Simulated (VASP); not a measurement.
# InGaAs2 (an interface model) in VASP: single point with PBEsol

Aim: the single point of InGaAs2 (an interface model) with PBEsol.

Everything below comes from runs of VASP 6.6.1. Logs are shortened: lines on timing, memory, paths and dates and some standing lists are left out, and cuts for length are marked.

### 1 The cell of the first run

The cell holds layers of an interface, 20 atoms: a = 4.002 Å, b = 4.002 Å, c = 30.495 Å, α = 90.00°, β = 90.00°, γ = 90.00°.

### 2 Single point, PBEsol

File INCAR:

```
  PREC = Accurate
  ENCUT = 400
  EDIFF = 1E-6
  ISMEAR = -1
  SIGMA = 0.05
  LREAL = F
  LASPH = T
  NELM = 120
  ALGO = Normal
  ISIF = 2
  LWAVE = F
  LCHARG = T
  GGA = PS
  LELF = T
  LVHAR = T
  NBANDS = 106
  GGA_COMPAT = F
```

File KPOINTS:

```
regular mesh
0
Gamma
  6 6 1
```

File POSCAR:

```
InGaAs2
1.0
    2.8300000000      2.8300000000      0.0000000000
   -2.8300000000      2.8300000000      0.0000000000
    0.0000000000      0.0000000000     30.4953948313
Ga In As
5 5 10
Direct
    0.0000000000      0.0000000000      0.9990150000
    0.0000000000      0.0000000000      0.1844990000
    0.0000000000      0.0000000000      0.3700080000
    0.5000000000      0.5000000000      0.0918100000
    0.5000000000      0.5000000000      0.2772010000
    0.0000000000      0.0000000000      0.5771990000
    0.0000000000      0.0000000000      0.7918110000
    0.5000000000      0.5000000000      0.4699870000
    0.5000000000      0.5000000000      0.6845040000
    0.5000000000      0.5000000000      0.8990260000
    0.5000000000      0.0000000000      0.0454520000
    0.5000000000      0.0000000000      0.2308440000
    0.5000000000      0.0000000000      0.4159670000
    0.5000000000      0.0000000000      0.6308600000
    0.5000000000      0.0000000000      0.8454500000
    0.0000000000      0.5000000000      0.1381570000
    0.0000000000      0.5000000000      0.3235730000
    0.0000000000      0.5000000000      0.5235690000
    0.0000000000      0.5000000000      0.7381640000
    0.0000000000      0.5000000000      0.9530590000
```

Potentials or basis: VASP PAW PBE potentials, release 64 (Ga_d, In_d, As).

On the command line:

```
cat potpaw_PBE.64/Ga_d/POTCAR potpaw_PBE.64/In_d/POTCAR potpaw_PBE.64/As/POTCAR > POTCAR
mpirun -np 1 vasp_std > vasp.out
```

OUTCAR:

```text
PREC = Accurate
   ENCUT = 400
   EDIFF = 1E-6
   ISMEAR = -1
   LREAL = F
   LASPH = T
   NELM = 120
   ISIF = 2
   GGA = PS

 ion  position               nearest neighbor table
   1  0.000  0.000  0.999-  20 2.44  20 2.44  11 2.45  11 2.45
   2  0.000  0.000  0.184-  16 2.45  16 2.45  12 2.45  12 2.45
   3  0.000  0.000  0.370-  13 2.44  13 2.44  17 2.45  17 2.45
   4  0.500  0.500  0.092-  16 2.45  16 2.45  11 2.45  11 2.45
   5  0.500  0.500  0.277-  12 2.45  12 2.45  17 2.45  17 2.45
   6  0.000  0.000  0.577-  18 2.58  18 2.58  14 2.59  14 2.59
[... 12 lines left out ...]
  19  0.000  0.500  0.738-   7 2.58   7 2.58   9 2.58   9 2.58
  20  0.000  0.500  0.953-   1 2.44   1 2.44  10 2.59  10 2.59

  LATTYP: Found a simple tetragonal cell.
 ALAT       =     4.0022243815
 C/A-ratio  =     7.6196114771

  Lattice vectors:

 A1 = (   2.8300000000,   2.8300000000,   0.0000000000)
 A2 = (  -2.8300000000,   2.8300000000,   0.0000000000)
 A3 = (   0.0000000000,   0.0000000000,  30.4953948313)

Analysis of symmetry for initial positions (statically):
=====================================================================
 Subroutine PRICEL returns:
 Original cell was already a primitive cell.

 Routine SETGRP: Setting up the symmetry group for a
 simple tetragonal supercell.

 Subroutine GETGRP returns: Found  4 space group operations
 (whereof  4 operations were pure point group operations)
 out of a pool of 16 trial point group operations.

The static configuration has the point symmetry C_2v.

Analysis of symmetry for dynamics (positions and initial velocities):
=====================================================================
 Subroutine PRICEL returns:
 Original cell was already a primitive cell.

 Routine SETGRP: Setting up the symmetry group for a
 simple tetragonal supercell.

 Subroutine GETGRP returns: Found  4 space group operations
 (whereof  4 operations were pure point group operations)
 out of a pool of 16 trial point group operations.

The dynamic configuration has the point symmetry C_2v.

 Subroutine INISYM returns: Found  4 space group operations
 (whereof  4 operations are pure point group operations),
 and found     1 'primitive' translations

----------------------------------------------------------------------------------------

                                     Primitive cell

  volume of cell :     488.4691

  direct lattice vectors                    reciprocal lattice vectors
     2.830000000  2.830000000  0.000000000     0.176678445  0.176678445  0.000000000
    -2.830000000  2.830000000  0.000000000    -0.176678445  0.176678445  0.000000000
     0.000000000  0.000000000 30.495394831     0.000000000  0.000000000  0.032791836

  length of vectors
     4.002224382  4.002224382 30.495394831     0.249861053  0.249861053  0.032791836

  position of ions in fractional coordinates (direct lattice)
     0.000000000  0.000000000  0.999015000
     0.000000000  0.000000000  0.184499000
     0.000000000  0.000000000  0.370008000
     0.500000000  0.500000000  0.091810000
     0.500000000  0.500000000  0.277201000
     0.000000000  0.000000000  0.577199000
[... 12 lines left out ...]
     0.000000000  0.500000000  0.738164000
     0.000000000  0.500000000  0.953059000

  ion indices of the primitive-cell ions
   primitive index   ion index
                 1           1
                 2           2
                 3           3
                 4           4
                 5           5
                 6           6
[... 12 lines left out ...]
                19          19
                20          20

----------------------------------------------------------------------------------------

 KPOINTS: regular mesh

Automatic generation of k-mesh.
 Grid dimensions read from file:
 generate k-points for:    6    6    1

 Generating k-lattice:

  Cartesian coordinates                     Fractional coordinates (reciprocal lattice)
     0.029446408  0.029446408  0.000000000     0.166666667  0.000000000  0.000000000
    -0.029446408  0.029446408  0.000000000     0.000000000  0.166666667  0.000000000
     0.000000000  0.000000000  0.032791836     0.000000000  0.000000000  1.000000000

  Length of vectors
     0.041643509  0.041643509  0.032791836

  Shift w.r.t. Gamma in fractional coordinates (k-lattice)
     0.000000000  0.000000000  0.000000000

 Subroutine IBZKPT returns following result:
 ===========================================

 Found     16 irreducible k-points:

 Following reciprocal coordinates:
            Coordinates               Weight
  0.000000  0.000000  0.000000      1.000000
  0.166667  0.000000  0.000000      2.000000
  0.000000  0.166667  0.000000      2.000000
  0.333333  0.000000  0.000000      2.000000
  0.000000  0.333333  0.000000      2.000000
  0.500000  0.000000  0.000000      1.000000
[... 8 lines left out ...]
 -0.333333  0.500000  0.000000      2.000000
  0.500000  0.500000  0.000000      1.000000
   k-points           NKPTS =     16   k-points in BZ     NKDIM =     16   number of bands    NBANDS=    106
   number of dos      NEDOS =    301   number of ions     NIONS =     20
   total plane-waves  NPLWV = 156800
   dimension x,y,z NGX =    28 NGY =   28 NGZ =  200
   dimension x,y,z NGXF=    56 NGYF=   56 NGZF=  400
   ions per type =               5   5  10
   NGX,Y,Z   is equivalent  to a cutoff of  11.63, 11.63, 10.90 a.u.
   NGXF,Y,Z  is equivalent  to a cutoff of  23.26, 23.26, 21.81 a.u.
 SYSTEM =  unknown system
   PREC   = accura    normal or accurate (medium, high low for compatibility)
   ISTART =      0    job   : 0-new  1-cont  2-samecut
   ICHARG =      2    charge: 1-file 2-atom 10-const
   ISPIN  =      1    spin polarized calculation?
   LNONCOLLINEAR =      F non collinear calculations
   LSORBIT =      F    spin-orbit coupling
   LASPH  =      T    aspherical Exc in radial PAW
   ENCUT  =  400.0 eV  29.40 Ry    5.42 a.u.   6.53  6.53 49.73*2*pi/ulx,y,z
   NELM   =    120;   NELMIN=  2; NELMDL= -5     # of ELM steps
   EDIFF  = 0.1E-05   stopping-criterion for ELM
   LREAL  =      F    real-space projection
   EDIFFG = 0.1E-04   stopping-criterion for IOM
   NSW    =      0    number of steps for IOM
   IBRION =     -1    ionic relax: 0-MD 1-quasi-New 2-CG
   NFREE  =      0    steps in history (QN), initial steepest desc. (CG)
   ISIF   =      2    stress and relaxation
   ISYM   =      2    0-nonsym 1-usesym 2-fastsym
   POTIM  = 0.5000    time-step for ionic-motion
   TEBEG  =    0.0;   TEEND  =   0.0 temperature during run
   PSTRESS=    0.0 pullay stress
   NELECT =     180.0000    total number of electrons
   NUPDOWN=      -1.0000    fix difference up-down
   EMIN   =  10.00;   EMAX   =-10.00  energy-range for DOS
   EFERMI =   0.00;   METHOD = LEGACY
   ISMEAR =    -1;   SIGMA  =   0.05  broadening in eV -4-tet -1-fermi 0-gaus
   EFERMI_NEDOS =   21; number of points for ismear=-14 and -15
   IALGO  =     38    algorithm
   IMIX   =      4    mixing-type and parameters
     AMIX     =   0.40;   BMIX     =  1.00
     AMIX_MAG =   1.60;   BMIX_MAG =  1.00
  volume/ion in A,a.u.               =      24.42       164.82
  Fermi-wavevector in a.u.,A,eV,Ry     =   1.173690  2.217952 18.742671  1.377547
  Thomas-Fermi vector in A             =   2.310099
   LORBIT       =      0    0 simple, 1 ext, 2 COOP (PROOUT), +10 PAW based schemes
   GGA     = PS    functional components
   LHFCALC =     F    Hartree Fock is set to
   AEXX    =    0.0000 exact exchange contribution
   IVDW    =     0    specifies the selected vdW correction
   LEPSILON=     F    determine dielectric tensor
   LRPA    =     F    only Hartree local field effects (RPA)
 non-spin polarized calculation
  energy-cutoff  :      400.00
  volume of cell :      488.47
 maximum number of plane-waves:      8971
 NGX is ok and might be reduce to    28
   NGX = 13   NGY = 13   NGZ = 99

 number of electron     180.0000105 magnetization

 Free energy of the ion-electron system (eV)
  ---------------------------------------------------
  ext. energy  EPLUGINS =         0.00000000
  ---------------------------------------------------
  free energy    TOTEN  =       -87.03819901 eV

  energy without entropy =      -87.03057237  energy(sigma->0) =      -87.03438569

 E-fermi :   4.6777     XC(G=0):  -9.6410

 val. band max:        4.6253307505   @ k =   0.0000   0.0000   0.0000
 cond. band min:       5.4197009113   @ k =   0.5000   0.0000   0.0000
 fundamental gap:      0.7943701609
 Fermi energy:         4.6776973205

 k-point     1 :       0.0000    0.0000    0.0000
  band No.  band energies     occupation
      1     -10.5167      2.00000
      2     -10.5069      2.00000
      3     -10.4874      2.00000
      4     -10.4444      2.00000
      5     -10.4170      2.00000
      6     -10.4136      2.00000
[... 94 lines left out ...]
    101       6.9751      0.00000
    102       7.1528      0.00000

 k-point     2 :       0.1667    0.0000    0.0000
  band No.  band energies     occupation
      1     -10.5114      2.00000
      2     -10.5029      2.00000
      3     -10.4858      2.00000
      4     -10.4497      2.00000
      5     -10.4312      2.00000
      6     -10.4249      2.00000
[... 1459 lines left out ...]
    101       7.1279      0.00000
    102       7.1437      0.00000

 k-point    16 :       0.5000    0.5000    0.0000
  band No.  band energies     occupation
      1     -10.5200      2.00000
      2     -10.5188      2.00000
      3     -10.5120      2.00000
      4     -10.5117      2.00000
      5     -10.4869      2.00000
      6     -10.4854      2.00000
[... 94 lines left out ...]
    101       6.5892      0.00000
    102       6.6338      0.00000
 [bands above 102 left out]

------------------------ aborting loop because EDIFF is reached ----------------------------------------

  FORCE on cell =-STRESS in cart. coord.  units (eV):
  Direction    XX          YY          ZZ          XY          YZ          ZX
  --------------------------------------------------------------------------------------
  -------------------------------------------------------------------------------------
  Total       11.8553179     11.8553179      0.8671393     -0.0112453      0.0000000      0.0000000
  in kB       38.8854079     38.8854079      2.8442145     -0.0368846      0.0000000      0.0000000
  external PRESSURE =      26.8716767 kB  Pullay stress =       0.0000000 kB

 VOLUME and BASIS-vectors are now :
 -----------------------------------------------------------------------------
  energy-cutoff  :      400.00
  volume of cell :      488.47
      direct lattice vectors                 reciprocal lattice vectors
     2.830000000  2.830000000  0.000000000     0.176678445  0.176678445  0.000000000
    -2.830000000  2.830000000  0.000000000    -0.176678445  0.176678445  0.000000000
     0.000000000  0.000000000 30.495394831     0.000000000  0.000000000  0.032791836

 POSITION                                       TOTAL-FORCE (eV/Angst)
 -----------------------------------------------------------------------------------
      0.00000      0.00000     30.46536        -0.000000      0.000000      0.000697
      0.00000      0.00000      5.62637        -0.000000     -0.000000      0.000012
      0.00000      0.00000     11.28354        -0.000000     -0.000000     -0.000654
      0.00000      2.83000      2.79978        -0.000000     -0.000000     -0.000095
      0.00000      2.83000      8.45335        -0.000000     -0.000000     -0.000679
      0.00000      0.00000     17.60191         0.000000      0.000000     -0.000439
[... 12 lines left out ...]
     -1.41500      1.41500     22.51060        -0.000000     -0.000000     -0.002272
     -1.41500      1.41500     29.06391        -0.000000     -0.000000     -0.000150
 -----------------------------------------------------------------------------------
    total drift:                               -0.000000      0.000000     -0.001988

  FREE ENERGIE OF THE ION-ELECTRON SYSTEM (eV)
  ---------------------------------------------------
  free  energy   TOTEN  =       -87.0381990116 eV

  energy  without entropy=      -87.0305723692  energy(sigma->0) =      -87.03438569
```

Wall time 31 min (1 thread of Intel Xeon 8259CL, shared host); peak memory 0.67 GiB.

What came out:

```
Free energy            : -87.0382 eV
Pressure               : 2.7 GPa
Largest force          : 0.004 eV/Å
Band gap on the k mesh : zero (filled and empty bands touch)
```

Forces in eV/Å, atoms in the order of the input:
```
Ga   0.000  0.000  0.001
Ga   0.000  0.000  0.000
Ga   0.000  0.000 -0.001
Ga   0.000  0.000  0.000
Ga   0.000  0.000 -0.001
In   0.000  0.000  0.000
In   0.000  0.000  0.004
In   0.000  0.000  0.001
In   0.000  0.000  0.003
In   0.000  0.000  0.002
As   0.000  0.000 -0.003
As   0.000  0.000  0.002
As   0.000  0.000 -0.002
As   0.000  0.000 -0.002
As   0.000  0.000 -0.003
As   0.000  0.000  0.000
As   0.000  0.000  0.001
As   0.000  0.000  0.001
As   0.000  0.000 -0.002
As   0.000  0.000  0.000
```

Levels at points of the mesh, in eV from the Fermi level:
```
           k point  band 87  band 88  band 89  band 90  band 91  band 92  band 93  band 94
(0.00, 0.00, 0.00)    -0.45    -0.45    -0.16    -0.05    -0.05     1.06     1.13     1.27
(0.50, 0.00, 0.00)    -0.76    -0.76    -0.74    -0.74     0.74     0.78     0.81     0.87
(0.00, 0.50, 0.00)    -0.76    -0.75    -0.74    -0.74     0.74     0.78     0.81     0.87
(0.50, 0.50, 0.00)    -3.04    -2.97    -2.97    -2.96     0.94     0.94     1.25     1.33
```

Caveat: the PAW data sets were made with another functional, which shifts forces and pressure a little; spin-orbit coupling is left out, which moves the levels of the heavy elements.
